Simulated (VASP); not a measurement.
Here is a VASP 6.6.1 calculation.

INCAR

```
SYSTEM = Al
  PREC = Accurate
  ENCUT = 500
  EDIFF = 1E-7
  ISMEAR = 0
  SIGMA = 0.1
  LREAL = .FALSE.
  LASPH = .TRUE.
  NELM = 120
  ALGO = Normal
  ISIF = 3
  LWAVE = .FALSE.
  LCHARG = .FALSE.
  GGA = PE
  IBRION = 2
  NSW = 80
  EDIFFG = -0.01
  PSTRESS = 400.0
  GGA_COMPAT = .FALSE.
  NELMIN = 4
```

Contents of KPOINTS:

```
Automatic mesh
0
G
  16 16 16
  0 0 0
```

File POSCAR:

```
Al
1.0
    2.8635070000      0.0000000000      0.0000000000
    1.4317535000      2.4798698059      0.0000000000
    1.4317535000      0.8266232686      2.3380436750
Al
1
Direct
    0.0000000000      0.0000000000      0.0000000000
```

Potentials or basis: VASP PAW PBE potentials, release 64 (Al).

Launch:

```console
$ cat potpaw_PBE.64/Al/POTCAR > POTCAR
$ mpirun -np 1 vasp_std > vasp.out
```

(1) What does it give for the relaxed volume?

(2) Estimate the space group after relaxing (to 0.05 Å).

Answers

(1) 12.50 Å³/atom.

(2) Fm-3m (No. 225).

Caveat: the cell is relaxed towards a set pressure, so the enthalpy falls and the energy may rise; the volume moved by over 15 % at a fixed basis, so the end points are rough.
